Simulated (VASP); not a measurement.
Input of a VASP 6.6.1 run:

INCAR

```
SYSTEM = Mn3GaC
PREC = Accurate ; ENCUT = 520
EDIFF = 1E-6 ; ISMEAR = 1
SIGMA = 0.05 ; LREAL = .FALSE.
LASPH = .TRUE. ; NELM = 150
ALGO = Normal ; ISIF = 2
LWAVE = .FALSE. ; LCHARG = .TRUE.
ISPIN = 2 ; MAGMOM = 4 4 4 0 0
LORBIT = 11 ; LMAXMIX = 4
GGA = PS ; LELF = .TRUE.
LVHAR = .TRUE. ; NBANDS = 40
```

File KPOINTS:

```
Automatic mesh
0
G
  6 6 6
  0 0 0
```

Contents of POSCAR:

```
Mn3GaC
1.0
    3.8960000000      0.0000000000      0.0000000000
    0.0000000000      3.8960000000      0.0000000000
    0.0000000000      0.0000000000      3.8960000000
Mn Ga C
3 1 1
Direct
    0.0000000000      0.5000000000      0.5000000000
    0.5000000000      0.0000000000      0.5000000000
    0.5000000000      0.5000000000      0.0000000000
    0.0000000000      0.0000000000      0.0000000000
    0.5000000000      0.5000000000      0.5000000000
```

Potentials or basis: VASP PAW PBE potentials, release 64 (Mn_pv, Ga_d, C).

Launch:

```bash
$ cat potpaw_PBE.64/Mn_pv/POTCAR potpaw_PBE.64/Ga_d/POTCAR potpaw_PBE.64/C/POTCAR > POTCAR
$ mpirun -np 1 vasp_std > vasp.out
```

Problem. Predict the pressure.

Solution. -14.6 GPa.

Problem. Predict the net moment.

Solution. 5.84 μB per cell.

Caveat: the cell stands under tension; the PAW data sets were made with another functional, which shifts forces and pressure a little.
